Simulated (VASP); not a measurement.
# Cr (Im-3m) in VASP: single point with r2SCAN

Aim: the single point of Cr with r2SCAN.

Program: VASP 6.6.1. These are calculated values, not measurements. Logs are shortened: lines on timing, memory, paths and dates and some standing lists are left out, and cuts for length are marked.

## Step 1: The cell of the first run

The structure is cubic, space group Im-3m (No. 229). Conventional cell: a = 2.830 Å, b = 2.830 Å, c = 2.830 Å, α = 90.00°, β = 90.00°, γ = 90.00°. Within 3.2 Å of Cr (site symmetry m-3m) lie 14 Cr at 2.45 to 2.83 Å.

## Step 2: Single point, r2SCAN, collinear spin, ferromagnetic start

Contents of POSCAR:

```
Cr
1.0
   -1.4148039379      1.4148039379      1.4148039379
    1.4148039379     -1.4148039379      1.4148039379
    1.4148039379      1.4148039379     -1.4148039379
Cr
1
Direct
    0.0000000000      0.0000000000      0.0000000000
```

Contents of INCAR.step1:

```
SYSTEM = Cr
PREC = Accurate
ENCUT = 520
ISMEAR = -1
SIGMA = 0.1
LREAL = .FALSE.
LASPH = .TRUE.
NELM = 150
ISPIN = 2
MAGMOM = 2
LMAXMIX = 4
NBANDS = 16
GGA = PE
ALGO = Normal
EDIFF = 1E-4
LWAVE = .TRUE.
LCHARG = .FALSE.
```

Contents of INCAR.step2:

```
SYSTEM = Cr
PREC = Accurate
ENCUT = 520
EDIFF = 1E-7
ISMEAR = -1
SIGMA = 0.1
LREAL = .FALSE.
LASPH = .TRUE.
NELM = 150
ALGO = Normal
ISIF = 2
LWAVE = .FALSE.
LCHARG = .TRUE.
ISPIN = 2
MAGMOM = 2
LORBIT = 11
LMAXMIX = 4
METAGGA = R2SCAN
LMIXTAU = .TRUE.
LELF = .TRUE.
LVHAR = .TRUE.
NBANDS = 16
ISTART = 1
```

Contents of KPOINTS:

```
Automatic mesh
0
G
  20 20 20
  0 0 0
```

Potentials or basis: VASP PAW PBE potentials, release 64 (Cr_pv).

The run is started by

```bash
$ cat potpaw_PBE.64/Cr_pv/POTCAR > POTCAR
$ cp INCAR.step1 INCAR
$ mpirun -np 1 vasp_std > vasp.out
$ cp INCAR.step2 INCAR
$ mpirun -np 1 vasp_std > vasp.out
```

OUTCAR:

```text
SYSTEM = Cr
   PREC = Accurate
   ENCUT = 520
   EDIFF = 1E-7
   ISMEAR = -1
   LREAL = .FALSE.
   LASPH = .TRUE.
   NELM = 150
   ISIF = 2
   ISPIN = 2
   LORBIT = 11
   METAGGA = R2SCAN
   ISTART = 1

 ion  position               nearest neighbor table
   1  0.000  0.000  0.000-

  LATTYP: Found a body centered cubic cell.
 ALAT       =     2.8296078758

  Lattice vectors:

 A1 = (  -1.4148039379,   1.4148039379,   1.4148039379)
 A2 = (   1.4148039379,  -1.4148039379,   1.4148039379)
 A3 = (   1.4148039379,   1.4148039379,  -1.4148039379)

Analysis of symmetry for initial positions (statically):
=====================================================================
 Subroutine PRICEL returns:
 Original cell was already a primitive cell.

 Routine SETGRP: Setting up the symmetry group for a
 body centered cubic supercell.

 Subroutine GETGRP returns: Found 48 space group operations
 (whereof 48 operations were pure point group operations)
 out of a pool of 48 trial point group operations.

The static configuration has the point symmetry O_h .

Analysis of symmetry for dynamics (positions and initial velocities):
=====================================================================
 Subroutine PRICEL returns:
 Original cell was already a primitive cell.

 Routine SETGRP: Setting up the symmetry group for a
 body centered cubic supercell.

 Subroutine GETGRP returns: Found 48 space group operations
 (whereof 48 operations were pure point group operations)
 out of a pool of 48 trial point group operations.

The dynamic configuration has the point symmetry O_h .

Analysis of structural, dynamic, and magnetic symmetry:
=====================================================================
 Subroutine PRICEL returns:
 Original cell was already a primitive cell.

 Routine SETGRP: Setting up the symmetry group for a
 body centered cubic supercell.

 Subroutine GETGRP returns: Found 48 space group operations
 (whereof 48 operations were pure point group operations)
 out of a pool of 48 trial point group operations.

The overall configuration has the point symmetry O_h .

 Subroutine INISYM returns: Found 48 space group operations
 (whereof 48 operations are pure point group operations),
 and found     1 'primitive' translations

----------------------------------------------------------------------------------------

                                     Primitive cell

  volume of cell :      11.3279

  direct lattice vectors                    reciprocal lattice vectors
    -1.414803938  1.414803938  1.414803938     0.000000000  0.353405858  0.353405858
     1.414803938 -1.414803938  1.414803938     0.353405858  0.000000000  0.353405858
     1.414803938  1.414803938 -1.414803938     0.353405858  0.353405858  0.000000000

  length of vectors
     2.450512303  2.450512303  2.450512303     0.499791358  0.499791358  0.499791358

  position of ions in fractional coordinates (direct lattice)
     0.000000000  0.000000000  0.000000000

  ion indices of the primitive-cell ions
   primitive index   ion index
                 1           1

----------------------------------------------------------------------------------------

 KPOINTS: Automatic mesh

Automatic generation of k-mesh.
 Grid dimensions read from file:
 generate k-points for:   20   20   20

 Generating k-lattice:

  Cartesian coordinates                     Fractional coordinates (reciprocal lattice)
     0.000000000  0.017670293  0.017670293     0.050000000  0.000000000  0.000000000
     0.017670293  0.000000000  0.017670293     0.000000000  0.050000000  0.000000000
     0.017670293  0.017670293  0.000000000     0.000000000  0.000000000  0.050000000

  Length of vectors
     0.024989568  0.024989568  0.024989568

  Shift w.r.t. Gamma in fractional coordinates (k-lattice)
     0.000000000  0.000000000  0.000000000

 Subroutine IBZKPT returns following result:
 ===========================================

 Found    256 irreducible k-points:

 Following reciprocal coordinates:
            Coordinates               Weight
  0.000000  0.000000  0.000000      1.000000
  0.050000  0.000000  0.000000     12.000000
  0.100000  0.000000  0.000000     12.000000
  0.150000  0.000000  0.000000     12.000000
  0.200000  0.000000  0.000000     12.000000
  0.250000  0.000000  0.000000     12.000000
[... 16 lines left out ...]
  0.200000  0.100000  0.000000     48.000000
  0.250000  0.100000  0.000000     48.000000
 [... further k-points ...]
   k-points           NKPTS =    256   k-points in BZ     NKDIM =    256   number of bands    NBANDS=     16
   number of dos      NEDOS =    301   number of ions     NIONS =      1
   total plane-waves  NPLWV =   5832
   dimension x,y,z NGX =    18 NGY =   18 NGZ =   18
   dimension x,y,z NGXF=    36 NGYF=   36 NGZF=   36
   ions per type =               1
   NGX,Y,Z   is equivalent  to a cutoff of  12.21, 12.21, 12.21 a.u.
   NGXF,Y,Z  is equivalent  to a cutoff of  24.42, 24.42, 24.42 a.u.
 SYSTEM =  Cr
   PREC   = accura    normal or accurate (medium, high low for compatibility)
   ISTART =      1    job   : 0-new  1-cont  2-samecut
   ICHARG =      0    charge: 1-file 2-atom 10-const
   ISPIN  =      2    spin polarized calculation?
   LNONCOLLINEAR =      F non collinear calculations
   LSORBIT =      F    spin-orbit coupling
   LASPH  =      T    aspherical Exc in radial PAW
   ENCUT  =  520.0 eV  38.22 Ry    6.18 a.u.   4.56  4.56  4.56*2*pi/ulx,y,z
   NELM   =    150;   NELMIN=  2; NELMDL=  0     # of ELM steps
   EDIFF  = 0.1E-06   stopping-criterion for ELM
   LREAL  =      F    real-space projection
   EDIFFG = 0.1E-05   stopping-criterion for IOM
   NSW    =      0    number of steps for IOM
   IBRION =     -1    ionic relax: 0-MD 1-quasi-New 2-CG
   NFREE  =      0    steps in history (QN), initial steepest desc. (CG)
   ISIF   =      2    stress and relaxation
   ISYM   =      2    0-nonsym 1-usesym 2-fastsym
   POTIM  = 0.5000    time-step for ionic-motion
   TEBEG  =    0.0;   TEEND  =   0.0 temperature during run
   PSTRESS=    0.0 pullay stress
   NELECT =      12.0000    total number of electrons
   NUPDOWN=      -1.0000    fix difference up-down
   EMIN   =  10.00;   EMAX   =-10.00  energy-range for DOS
   EFERMI =   0.00;   METHOD = LEGACY
   ISMEAR =    -1;   SIGMA  =   0.10  broadening in eV -4-tet -1-fermi 0-gaus
   EFERMI_NEDOS =   21; number of points for ismear=-14 and -15
   IALGO  =     38    algorithm
   IMIX   =      4    mixing-type and parameters
     AMIX     =   0.40;   BMIX     =  1.00
     AMIX_MAG =   1.60;   BMIX_MAG =  1.00
  volume/ion in A,a.u.               =      11.33        76.44
  Fermi-wavevector in a.u.,A,eV,Ry     =   1.668856  3.153681 37.893340  2.785082
  Thomas-Fermi vector in A             =   2.754631
   LORBIT       =     11    0 simple, 1 ext, 2 COOP (PROOUT), +10 PAW based schemes
   METAGGA = R2SCAN    functional components
   LHFCALC =     F    Hartree Fock is set to
   AEXX    =    0.0000 exact exchange contribution
   IVDW    =     0    specifies the selected vdW correction
   LEPSILON=     F    determine dielectric tensor
   LRPA    =     F    only Hartree local field effects (RPA)
 spin polarized calculation
  energy-cutoff  :      520.00
  volume of cell :       11.33
 maximum number of plane-waves:       321
   NGX =  9   NGY =  9   NGZ =  9

 number of electron      12.0000006 magnetization      -0.0000001

 number of electron      12.0000006 magnetization       0.0000000

 Free energy of the ion-electron system (eV)
  ---------------------------------------------------
  ext. energy  EPLUGINS =         0.00000000
  ---------------------------------------------------
  free energy    TOTEN  =       -14.81727581 eV

  energy without entropy =      -14.79748720  energy(sigma->0) =      -14.80738150

 E-fermi :  11.1956     XC(G=0): -15.1143

 val. band max:       11.1915620686   @ k =  -0.3000   0.3500   0.2000
 cond. band min:      11.2131069220   @ k =   0.1500   0.0500   0.0000
 fundamental gap:      0.0215448534
 Fermi energy:        11.1956123783

 spin component 1

 k-point     1 :       0.0000    0.0000    0.0000
  band No.  band energies     occupation
      1     -33.1096      1.00000
      2     -33.1096      1.00000
      3     -33.1096      1.00000
      4       2.7062      1.00000
      5      10.2103      0.99995
      6      10.2103      0.99995
[... 8 lines left out ...]
     15      42.5803      0.00000
     16      47.3873      0.00000

 k-point     2 :       0.0500    0.0000    0.0000
  band No.  band energies     occupation
      1     -33.1358      1.00000
      2     -33.1175      1.00000
      3     -33.1098      1.00000
      4       2.8234      1.00000
      5      10.1639      0.99997
      6      10.2024      0.99995
[... 8 lines left out ...]
     15      42.8646      0.00000
     16      46.0992      0.00000

 k-point     3 :       0.1000    0.0000    0.0000
  band No.  band energies     occupation
      1     -33.2115      1.00000
      2     -33.1404      1.00000
      3     -33.1103      1.00000
      4       3.1671      1.00000
      5      10.0310      0.99999
      6      10.1691      0.99997
[... 8 lines left out ...]
     15      43.4440      0.00000
     16      44.2279      0.00000
[... 362 lines left out ...]
 k-point    23 :       0.2000    0.1000    0.0000
  band No.  band energies     occupation
      1     -33.6609      1.00000
      2     -33.2730      1.00000
      3     -33.1458      1.00000
      4       5.4494      1.00000
      5       9.3256      1.00000
      6       9.6064      1.00000
[... 8 lines left out ...]
     15      41.9543      0.00000
     16      43.9294      0.00000

 k-point    24 :       0.2500    0.1000    0.0000
  band No.  band energies     occupation
      1     -33.7978      1.00000
      2     -33.3294      1.00000
      3     -33.1484      1.00000
      4       6.1183      1.00000
      5       9.0776      1.00000
      6       9.6300      1.00000
[... 8 lines left out ...]
     15      42.5287      0.00000
     16      43.8343      0.00000

 [... further k-points ...]

 spin component 2

 k-point     1 :       0.0000    0.0000    0.0000
  band No.  band energies     occupation
      1     -33.1096      1.00000
      2     -33.1096      1.00000
      3     -33.1096      1.00000
      4       2.7062      1.00000
      5      10.2103      0.99995
      6      10.2103      0.99995
[... 8 lines left out ...]
     15      42.5803      0.00000
     16      47.3873      0.00000

 k-point     2 :       0.0500    0.0000    0.0000
  band No.  band energies     occupation
      1     -33.1358      1.00000
      2     -33.1175      1.00000
      3     -33.1098      1.00000
      4       2.8234      1.00000
      5      10.1639      0.99997
      6      10.2024      0.99995
[... 8 lines left out ...]
     15      42.8646      0.00000
     16      46.0992      0.00000

 k-point     3 :       0.1000    0.0000    0.0000
  band No.  band energies     occupation
      1     -33.2115      1.00000
      2     -33.1404      1.00000
      3     -33.1103      1.00000
      4       3.1671      1.00000
      5      10.0310      0.99999
      6      10.1691      0.99997
[... 8 lines left out ...]
     15      43.4440      0.00000
     16      44.2279      0.00000
[... 362 lines left out ...]
 k-point    23 :       0.2000    0.1000    0.0000
  band No.  band energies     occupation
      1     -33.6609      1.00000
      2     -33.2730      1.00000
      3     -33.1458      1.00000
      4       5.4494      1.00000
      5       9.3256      1.00000
      6       9.6064      1.00000
[... 8 lines left out ...]
     15      41.9543      0.00000
     16      43.9294      0.00000

 k-point    24 :       0.2500    0.1000    0.0000
  band No.  band energies     occupation
      1     -33.7978      1.00000
      2     -33.3294      1.00000
      3     -33.1484      1.00000
      4       6.1183      1.00000
      5       9.0776      1.00000
      6       9.6300      1.00000
[... 8 lines left out ...]
     15      42.5287      0.00000
     16      43.8343      0.00000

 [... further k-points ...]

------------------------ aborting loop because EDIFF is reached ----------------------------------------

  FORCE on cell =-STRESS in cart. coord.  units (eV):
  Direction    XX          YY          ZZ          XY          YZ          ZX
  --------------------------------------------------------------------------------------
  -------------------------------------------------------------------------------------
  Total        0.0435524      0.0435524      0.0435524      0.0000000      0.0000000      0.0000000
  in kB        6.1599033      6.1599033      6.1599033      0.0000000      0.0000000      0.0000000
  external PRESSURE =       6.1599033 kB  Pullay stress =       0.0000000 kB

 VOLUME and BASIS-vectors are now :
 -----------------------------------------------------------------------------
  energy-cutoff  :      520.00
  volume of cell :       11.33
      direct lattice vectors                 reciprocal lattice vectors
    -1.414803938  1.414803938  1.414803938     0.000000000  0.353405858  0.353405858
     1.414803938 -1.414803938  1.414803938     0.353405858  0.000000000  0.353405858
     1.414803938  1.414803938 -1.414803938     0.353405858  0.353405858  0.000000000

 POSITION                                       TOTAL-FORCE (eV/Angst)
 -----------------------------------------------------------------------------------
      0.00000      0.00000      0.00000         0.000000      0.000000      0.000000
 -----------------------------------------------------------------------------------
    total drift:                                0.000000      0.000000      0.000000

  FREE ENERGIE OF THE ION-ELECTRON SYSTEM (eV)
  ---------------------------------------------------
  free  energy   TOTEN  =       -14.8172758093 eV

  energy  without entropy=      -14.7974871974  energy(sigma->0) =      -14.80738150

 total charge

# of ion       s       p       d       tot
------------------------------------------
    1        0.693   6.437   4.192  11.322

 magnetization (x)

# of ion       s       p       d       tot
------------------------------------------
    1        0.000  -0.000   0.000   0.000
```

Run time: 4.8 min. Hardware: 1 thread of Intel Xeon 8259CL, shared host; peak memory 0.18 GiB.

What came out:

```
Free energy                                           : -14.8173 eV
Pressure                                              : 0.6 GPa
Band gap on the k mesh                                : zero (filled and empty bands overlap)
Net moment                                            : 0.00 μB per cell
Valence electrons inside the program's atomic spheres : Cr 11.32
```

Caveat: the PAW data sets were made with another functional, which shifts forces and pressure a little.
